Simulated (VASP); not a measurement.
Here is a VASP 6.6.1 calculation.

INCAR

```
ALGO = Normal ; EDIFF = 1E-6
ENCUT = 520 ; GGA = PS
ISIF = 2 ; ISMEAR = 0
LASPH = T ; LCHARG = F
LREAL = F ; LWAVE = F
NBANDS = 21 ; NELM = 60
PREC = Accurate ; SIGMA = 0.1
```

KPOINTS

```
k-points
0
Gamma
  12 12 12
```

File POSCAR:

```
Ge
1.0
   -0.0272380595      2.8390059852      2.8390059852
    2.8390059852     -0.0272380595      2.8390059852
    2.8390059852      2.8390059852     -0.0272380595
Ge
2
Direct
   -0.0006886806     -0.0006886806     -0.0006886806
    0.2506886806      0.2506886806      0.2506886806
```

Potentials or basis: VASP PAW PBE potentials, release 64 (Ge_d).

The run is started by

```sh
$ cat potpaw_PBE.64/Ge_d/POTCAR > POTCAR
$ mpirun -np 1 vasp_std > vasp.out
```

Task: Predict the band gap on the k mesh.

Result: Zero (bands 14 and 15 overlap by 0.06 eV).

Task: What does it give for the pressure?

Result: -1.4 GPa.

Stress tensor (GPa, compression positive):
```
-1.39  0.51  0.51
 0.51 -1.39  0.51
 0.51  0.51 -1.39
```

Caveat: the cell differs from its parent crystal (strained cell); semilocal functionals underestimate gaps, so a narrow gap can read as zero; the PAW data sets were made with another functional, which shifts forces and pressure a little.
